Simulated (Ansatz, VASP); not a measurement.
**SrW in VASP and in Ansatz**

INCAR

```
  ALGO = Normal
  EDIFF = 1E-7
  EDIFFG = -0.04
  ENCUT = 600
  GGA = PE
  IBRION = 2
  ISIF = 3
  ISMEAR = 0
  LASPH = True
  LCHARG = False
  LREAL = False
  LWAVE = False
  NELM = 100
  NSW = 90
  PREC = Accurate
  SIGMA = 0.1
```

File KPOINTS:

```
k-points
0
Gamma
  6 6 6
```

Contents of POSCAR:

```
SrW
1.0
    1.9515837700      1.1267474200      5.5263892300
   -1.9515837700      1.1267474200      5.5263892300
    0.0000000000     -2.2534948300      5.5263892300
Sr W
1 1
Direct
    0.5000000000      0.5000000000      0.5000000000
    0.0000000000      0.0000000000      0.0000000000
```

Input for Ansatz:

```yaml
crystal:
  lattice:
    - [1.95158377, 1.12674742, 5.52638923]
    - [-1.95158377, 1.12674742, 5.52638923]
    - [0.0, -2.25349483, 5.52638923]
  atoms:
    - { symbol: Sr, position: [0.5, 0.5, 0.5] }
    - { symbol: W, position: [0.0, 0.0, 0.0] }
basis:
  ecutwfc: 420
kpoints:
  mp_grid: { grid: [6, 6, 6] }
hamiltonian:
  xc: pbe
scf:
  occupations: { method: gaussian, width: 0.1 }
  lower_state_search: "off"
output:
  forces: true
  stress: true
  eigenvalues: true
relax:
  adjacent_minimum: "off"
  f_tol: 0.04
  max_steps: 70
  cell: { stress_tol: 0.4 }
```

Alike in both runs: task relaxation of cell and atoms; functional PBE; k mesh 6 × 6 × 6; occupations gaussian, width 0.1 eV; no spin polarisation.

|  | VASP | Ansatz |
| --- | --- | --- |
| version | VASP 6.6.1 | Ansatz 0.2.0 |
| potentials or method | VASP PAW PBE potentials, release 64 (Sr_sv, W_sv), cutoff 600 eV | scalar-relativistic, plane waves, PAW |
| valence electrons in the cell | 24 | 24 |

Ansatz gave:

- gap on the k mesh at the Fermi level, each at its own relaxed structure (eV): none
- relaxed volume (Å³/atom): 22.92
- relaxed cell length with the largest relative difference (Å): 5.909

Problem. Which values does VASP return?

Solution. gap on the k mesh at the Fermi level, each at its own relaxed structure (eV): none; relaxed volume (Å³/atom): 23.04; relaxed cell length with the largest relative difference (Å): 5.908.

A gap of «none» marks a metal or a gap that the smearing closes.

Neither program's run includes spin-orbit coupling. Noted on VASP's run: the volume moved by over 15 % at a fixed basis, so the end points are rough.
